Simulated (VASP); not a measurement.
CsI:

```xyz
2
Lattice="4.6081 0.0000 0.0000 0.0000 4.6081 0.0000 0.0000 0.0000 4.6081" Properties=species:S:1:pos:R:3 pbc="T T T"
Cs    0.0000    0.0000    0.0000
I     2.3041    2.3041    2.3041
```

Base run:

| Property | Result |
| --- | --- |
| Program | VASP 6.6.1 |
| Functional | r2SCAN |
| Potentials or basis | VASP PAW PBE potentials, release 64 (Cs_sv, I) |
| Cutoff | 550 eV |
| k mesh | 4 × 4 × 4 |
| Occupations | gaussian, width 0.01 eV |
| Spin | no spin polarisation |

Its results: band gap on the k mesh 4.50 eV (least direct gap 4.59 eV); pressure 0.1 GPa.

Problem. The run is repeated on the same cell with these changes: functional from r2SCAN to PBE-based screened hybrid with 35 % exact exchange; cutoff from 550 eV to 400 eV. What comes out?

Solution. Band gap on the k mesh 5.18 eV (least direct gap 5.29 eV); pressure 0.1 GPa.

Caveats: the PAW data sets were made with another functional, which shifts forces and pressure a little; spin-orbit coupling is left out, which moves the levels of the heavy elements.

A k mesh can miss the band edges.
